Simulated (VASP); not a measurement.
Li7Sb, 8 atoms in the cell. Symmetry: Amm2, No. 38, orthorhombic system. The conventional cell has a = 4.568 Å, b = 9.555 Å, c = 6.876 Å, α = 90.00°, β = 90.00°, γ = 90.00°. Within 3.8 Å of Li (site symmetry m) lie 12 Li at 2.88 to 3.44 Å and 2 Sb at 2.94 Å. Within 3.7 Å of Li (site symmetry mm2) lie 12 Li at 2.77 to 3.59 Å and 2 Sb at 3.42 to 3.46 Å. Li (site symmetry m) has 12 Li at 2.74 to 3.59 Å and 2 Sb at 3.05 Å within 3.6 Å. Li (site symmetry mm2) has 12 Li at 2.74 to 3.71 Å and 2 Sb at 2.95 Å within 3.8 Å. Li (site symmetry mm2) has 12 Li at 2.74 to 3.71 Å and 2 Sb at 2.94 Å within 3.8 Å. Sb (site symmetry mm2) has 14 Li at 2.94 to 3.46 Å within 3.9 Å. 

| Quantity | Value |
| --- | --- |
| Program | VASP 6.6.1 |
| Task | relaxation of shape and atoms at fixed volume |
| Functional | PBE |
| Potentials or basis | VASP PAW PBE potentials, release 64 (Li_sv, Sb) |
| Cutoff | 600 eV |
| k mesh | 8 × 8 × 8 |
| Occupations | gaussian, width 0.1 eV |
| Spin | no spin polarisation |
| Dipole correction | no |
| Further INCAR settings | ALGO = Fast; EDIFF = 1e-06; IBRION = 2; EDIFFG = -0.01; NSW = 50; ISIF = 4 |

Potentials or basis: VASP PAW PBE potentials, release 64 (Li_sv, Sb).

The run is started by

```console
$ cat potpaw_PBE.64/Li_sv/POTCAR potpaw_PBE.64/Sb/POTCAR > POTCAR
$ mpirun -np 1 vasp_std > vasp.out
```

Hardware: 1 thread of Intel Xeon 8259CL, with other jobs on the host.

**Question.** Estimate the wall time of this run.

**Answer.** Wall time 21 min on 1 thread of Intel Xeon 8259CL (shared host), peak memory 0.49 GiB. Counts: scf iterations 38, k points 105, ion steps 3.
